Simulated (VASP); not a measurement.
Input of a VASP 6.6.1 run:

Contents of POSCAR:

```
C
1.0
    0.0000000000      1.7801408483      1.7801408483
    1.7801408483      0.0000000000      1.7801408483
    1.7801408483      1.7801408483      0.0000000000
C
2
Direct
    0.5000000000      0.5000000000      0.5000000000
    0.7500000000      0.7500000000      0.7500000000
```

Contents of INCAR.step1:

```
SYSTEM = C
PREC = Accurate
ENCUT = 520
ISMEAR = -1
SIGMA = 0.1
LREAL = .FALSE.
LASPH = .TRUE.
NELM = 60
NBANDS = 11
GGA = PE
ALGO = Normal
EDIFF = 1E-4
LWAVE = .TRUE.
LCHARG = .FALSE.
```

Contents of INCAR.step2:

```
SYSTEM = C
PREC = Accurate
ENCUT = 520
EDIFF = 1E-6
ISMEAR = -1
SIGMA = 0.1
LREAL = .FALSE.
LASPH = .TRUE.
NELM = 60
ALGO = Normal
ISIF = 2
LWAVE = .FALSE.
LCHARG = .FALSE.
METAGGA = R2SCAN
LMIXTAU = .TRUE.
NBANDS = 11
ISTART = 1
```

Contents of KPOINTS:

```
Automatic mesh
0
G
  22 22 22
  0 0 0
```

Potentials or basis: VASP PAW PBE potentials, release 64 (C).

Command:

```sh
$ cat potpaw_PBE.64/C/POTCAR > POTCAR
$ cp INCAR.step1 INCAR
$ mpirun -np 1 vasp_std > vasp.out
$ cp INCAR.step2 INCAR
$ mpirun -np 1 vasp_std > vasp.out
```

Q: What does it give for the band gap on the k mesh?

A: 4.33 eV (least direct gap 5.85 eV).

Q: Estimate the pressure.

A: 1.1 GPa.

Caveat: the PAW data sets were made with another functional, which shifts forces and pressure a little. A k mesh can miss the band edges.
